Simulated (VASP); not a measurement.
# AlN (F-43m) in VASP: settings compared, part 2 of 2

VASP 6.6.1. The steps go on from the part before.

### Step 3. Single point, PBEsol

This run uses another cell than the first one, of 10.48 Å³/atom, 1.006 times its volume.

Input file INCAR:

```
SYSTEM = AlN
ALGO     = Normal         ! electronic algorithm
EDIFF    = 1E-7           ! SCF threshold, eV
ENCUT    = 520            ! plane-wave cutoff, eV
GGA      = PS             ! functional
ISIF     = 2              ! what is computed and relaxed
ISMEAR   = -1             ! smearing method
LASPH    = .True.         ! aspherical terms in the spheres
LCHARG   = .False.        ! write CHGCAR
LREAL    = .False.        ! projectors in reciprocal space
LWAVE    = .False.        ! write WAVECAR
NBANDS   = 11             ! bands
NELM     = 100            ! most SCF steps
PREC     = Accurate       ! precision mode
SIGMA    = 0.05           ! smearing width, eV
```

Input file KPOINTS:

```
k-points
0
Gamma
  10 10 10
  0 0 0
```

Input file POSCAR:

```
AlN
1.0
    0.0000000000      2.1886810862      2.1886810862
    2.1886810862      0.0000000000      2.1886810862
    2.1886810862      2.1886810862      0.0000000000
Al N
1 1
Direct
    0.0000000000      0.0000000000      0.0000000000
    0.2500000000      0.2500000000      0.2500000000
```

Potentials or basis: VASP PAW PBE potentials, release 64 (Al, N).

On the command line:

```bash
$ cat potpaw_PBE.64/Al/POTCAR potpaw_PBE.64/N/POTCAR > POTCAR
$ mpirun -np 1 vasp_std > vasp.out
```

OUTCAR:

```text
SYSTEM = AlN
   EDIFF = 1E-7
   ENCUT = 520
   GGA = PS
   ISIF = 2
   ISMEAR = -1
   LASPH = .True.
   LREAL = .False.
   NELM = 100
   PREC = Accurate

 ion  position               nearest neighbor table
   1  0.000  0.000  0.000-   2 1.90   2 1.90   2 1.90   2 1.90
   2  0.250  0.250  0.250-   1 1.90   1 1.90   1 1.90   1 1.90

  LATTYP: Found a face centered cubic cell.
 ALAT       =     4.3773621724

  Lattice vectors:

 A1 = (   0.0000000000,   2.1886810862,   2.1886810862)
 A2 = (   2.1886810862,   0.0000000000,   2.1886810862)
 A3 = (   2.1886810862,   2.1886810862,   0.0000000000)

Analysis of symmetry for initial positions (statically):
=====================================================================
 Subroutine PRICEL returns:
 Original cell was already a primitive cell.

 Routine SETGRP: Setting up the symmetry group for a
 face centered cubic supercell.

 Subroutine GETGRP returns: Found 24 space group operations
 (whereof 24 operations were pure point group operations)
 out of a pool of 48 trial point group operations.

The static configuration has the point symmetry T_d .

Analysis of symmetry for dynamics (positions and initial velocities):
=====================================================================
 Subroutine PRICEL returns:
 Original cell was already a primitive cell.

 Routine SETGRP: Setting up the symmetry group for a
 face centered cubic supercell.

 Subroutine GETGRP returns: Found 24 space group operations
 (whereof 24 operations were pure point group operations)
 out of a pool of 48 trial point group operations.

The dynamic configuration has the point symmetry T_d .

 Subroutine INISYM returns: Found 24 space group operations
 (whereof 24 operations are pure point group operations),
 and found     1 'primitive' translations

----------------------------------------------------------------------------------------

                                     Primitive cell

  volume of cell :      20.9690

[... 115 lines left out ...]
   AEXX    =    0.0000 exact exchange contribution
   IVDW    =     0    specifies the selected vdW correction
   LEPSILON=     F    determine dielectric tensor
   LRPA    =     F    only Hartree local field effects (RPA)
 non-spin polarized calculation
  energy-cutoff  :      520.00
  volume of cell :       20.97
 maximum number of plane-waves:       588
   NGX = 11   NGY = 11   NGZ = 11

 number of electron       8.0000000 magnetization

 Free energy of the ion-electron system (eV)
  ---------------------------------------------------
  ext. energy  EPLUGINS =         0.00000000
  ---------------------------------------------------
  free energy    TOTEN  =       -15.61137174 eV

  energy without entropy =      -15.61137174  energy(sigma->0) =      -15.61137174

 E-fermi :   6.9122     XC(G=0): -11.1011

 val. band max:        5.8176737944   @ k =   0.0000   0.0000   0.0000
 cond. band min:       9.0014712065   @ k =   0.5000   0.5000   0.0000
 fundamental gap:      3.1837974121
 Fermi energy:         6.9121841609

 k-point     1 :       0.0000    0.0000    0.0000
  band No.  band energies     occupation
      1      -9.1031      2.00000
      2       5.8177      2.00000
      3       5.8177      2.00000
      4       5.8177      2.00000
      5       9.8939      0.00000
      6      18.2235      0.00000
      7      18.2235      0.00000
      8      18.2235      0.00000
      9      23.3538      0.00000
     10      23.3538      0.00000
     11      24.6937      0.00000
[... 309 lines left out ...]
 k-point    24 :       0.4000    0.3000    0.0000
  band No.  band energies     occupation
      1      -7.0831      2.00000
      2       1.6497      2.00000
      3       4.1047      2.00000
      4       4.4074      2.00000
      5      10.6028      0.00000
      6      15.1832      0.00000
      7      17.9145      0.00000
      8      20.2348      0.00000
      9      20.7378      0.00000
     10      26.9415      0.00000
     11      29.1692      0.00000

 [... further k-points ...]

------------------------ aborting loop because EDIFF is reached ----------------------------------------

  FORCE on cell =-STRESS in cart. coord.  units (eV):
  Direction    XX          YY          ZZ          XY          YZ          ZX
  --------------------------------------------------------------------------------------
  -------------------------------------------------------------------------------------
  Total        0.0016240      0.0016240      0.0016240     -0.0000000      0.0000000     -0.0000000
  in kB        0.1240821      0.1240821      0.1240821     -0.0000000      0.0000000     -0.0000000
  external PRESSURE =       0.1240821 kB  Pullay stress =       0.0000000 kB

 VOLUME and BASIS-vectors are now :
 -----------------------------------------------------------------------------
  energy-cutoff  :      520.00
  volume of cell :       20.97
      direct lattice vectors                 reciprocal lattice vectors
     0.000000000  2.188681086  2.188681086    -0.228448084  0.228448084  0.228448084
     2.188681086  0.000000000  2.188681086     0.228448084 -0.228448084  0.228448084
     2.188681086  2.188681086  0.000000000     0.228448084  0.228448084 -0.228448084

 POSITION                                       TOTAL-FORCE (eV/Angst)
 -----------------------------------------------------------------------------------
      0.00000      0.00000      0.00000        -0.000000     -0.000000     -0.000000
      1.09434      1.09434      1.09434         0.000000      0.000000      0.000000
 -----------------------------------------------------------------------------------
    total drift:                                0.000000      0.000000      0.000000

  FREE ENERGIE OF THE ION-ELECTRON SYSTEM (eV)
  ---------------------------------------------------
  free  energy   TOTEN  =       -15.6113717416 eV

  energy  without entropy=      -15.6113717416  energy(sigma->0) =      -15.61137174
```

OSZICAR:

```text
N       E                     dE             d eps       ncg     rms          rms(c)
DAV:   1     0.100444576203E+02    0.10044E+02   -0.38228E+03  1066   0.602E+02
DAV:   2    -0.169634329165E+02   -0.27008E+02   -0.26123E+02  1222   0.137E+02
DAV:   3    -0.178268282534E+02   -0.86340E+00   -0.86238E+00  1281   0.235E+01
DAV:   4    -0.178312830968E+02   -0.44548E-02   -0.44545E-02  1184   0.182E+00
DAV:   5    -0.178313370275E+02   -0.53931E-04   -0.53930E-04  1255   0.193E-01    0.826E+00
DAV:   6    -0.156524043348E+02    0.21789E+01   -0.10825E+01  1215   0.163E+01    0.284E+00
DAV:   7    -0.156297582560E+02    0.22646E-01   -0.14867E-01  1163   0.301E+00    0.201E+00
DAV:   8    -0.156126106320E+02    0.17148E-01   -0.27681E-02  1154   0.155E+00    0.557E-01
DAV:   9    -0.156113581272E+02    0.12525E-02   -0.35611E-03  1229   0.365E-01    0.230E-01
DAV:  10    -0.156113694092E+02   -0.11282E-04   -0.26887E-04  1145   0.110E-01    0.129E-02
DAV:  11    -0.156113718314E+02   -0.24222E-05   -0.22455E-06  1256   0.126E-02    0.148E-02
DAV:  12    -0.156113717416E+02    0.89803E-07   -0.24856E-07  1172   0.400E-03
   1 F= -.15611372E+02 E0= -.15611372E+02  d E =-.149519E-10
```

stdout:

```text
POSCAR found type information on POSCAR AlN
 POSCAR found :  2 types and       2 ions
 scaLAPACK will be used
 -----------------------------------------------------------------------------
|                                                                             |
|                                                                             |
|     You enforced a specific xc type in the INCAR file but a different       |
|     I HOPE YOU KNOW WHAT YOU ARE DOING!                                     |
|                                                                             |
 -----------------------------------------------------------------------------

 LDA part: xc-table for (Slater+PW92), standard interpolation
 POSCAR, INCAR and KPOINTS ok, starting setup
 FFT: planning ... GRIDC
 FFT: planning ... GRID_SOFT
 FFT: planning ... GRID
 WAVECAR not read
 entering main loop
```

Wall time 7.9 s (1 thread of Intel Xeon 6975P-C, shared host); peak memory 0.13 GiB.

What came out:

- Free energy: -15.6114 eV
- Pressure: 0.0 GPa
- Band gap on the k mesh: 3.18 eV, indirect (least direct gap 4.08 eV)

Levels at points of the mesh, in eV from the valence-band top:
```
           k point  band 1  band 2  band 3  band 4  band 5  band 6  band 7  band 8  band 9
(0.00, 0.00, 0.00)  -14.92    0.00    0.00    0.00    4.08   12.41   12.41   12.41   17.54
(0.50, 0.00, 0.00)  -12.86   -5.89   -0.48   -0.48    7.23    9.72   11.00   11.00   17.74
(0.50, 0.50, 0.00)  -12.22   -4.93   -1.78   -1.78    3.18    8.44   13.79   15.55   15.55
```

Caveat: the PAW data sets were made with another functional, which shifts forces and pressure a little. A k mesh can miss the band edges.

### Step 4. Single point, PBE

Input file INCAR:

```
SYSTEM = AlN
  ALGO = Normal
  EDIFF = 1E-7
  ENCUT = 520
  GGA = PE
  ISIF = 2
  ISMEAR = 0
  LASPH = .True.
  LCHARG = .False.
  LREAL = .False.
  LWAVE = .False.
  NBANDS = 11
  NELM = 100
  PREC = Accurate
  SIGMA = 0.019000000000000003
```

KPOINTS is that of step 3.

Input file POSCAR:

```
AlN
1.0
    0.0000000000      2.1839935596      2.1839935596
    2.1839935596      0.0000000000      2.1839935596
    2.1839935596      2.1839935596      0.0000000000
Al N
1 1
Direct
    0.0000000000      0.0000000000      0.0000000000
    0.2500000000      0.2500000000      0.2500000000
```

On the command line:

```bash
$ cat potpaw_PBE.64/Al/POTCAR potpaw_PBE.64/N/POTCAR > POTCAR
$ mpirun -np 1 vasp_std > vasp.out
```

It took 7.4 s on 1 thread of Intel Xeon 6975P-C, shared host; peak memory 0.14 GiB.

It converged, with:

* Free energy: -14.8404 eV
* Pressure: 4.6 GPa
* Band gap on the k mesh: 3.32 eV, indirect (least direct gap 4.20 eV)

Levels at points of the mesh, in eV from the valence-band top:
```csv
k point,band 2,band 3,band 4,band 5,band 6,band 7
"(0.00, 0.00, 0.00)",0.00,0.00,0.00,4.20,12.56,12.56
"(0.50, 0.00, 0.00)",-5.85,-0.48,-0.48,7.38,9.86,11.15
"(0.50, 0.50, 0.00)",-4.90,-1.77,-1.77,3.32,8.62,13.96
```

A k mesh can miss the band edges. PBE gaps usually lie below the measured ones, often by a third to a half.

### Step 5. Overview

```csv
task,level,cell,cutoff (eV),smearing,gap on the mesh (eV),pressure (GPa)
relaxation of cell and atoms,revPBE+D4,"relaxed from a = 3.089 Å, angles 60.0°, 2 atoms",600,fermi-dirac 0.05 eV,3.36,0.0
single point,PBEsol,"a = 3.095 Å, angles 60.0°, 2 atoms",520,fermi-dirac 0.05 eV,3.18,0.0
single point,PBE,"a = 3.089 Å, angles 60.0°, 2 atoms",520,gaussian 0.019 eV,3.32,4.6
```

Alike in all rows: potentials or basis VASP PAW PBE potentials, release 64 (Al, N); no spin polarisation; k mesh 10 × 10 × 10.

Caveats: the PAW data sets were made with another functional, which shifts forces and pressure a little (some runs).

Total energies depend on the potentials used, so only differences within one code and one set of settings carry meaning.
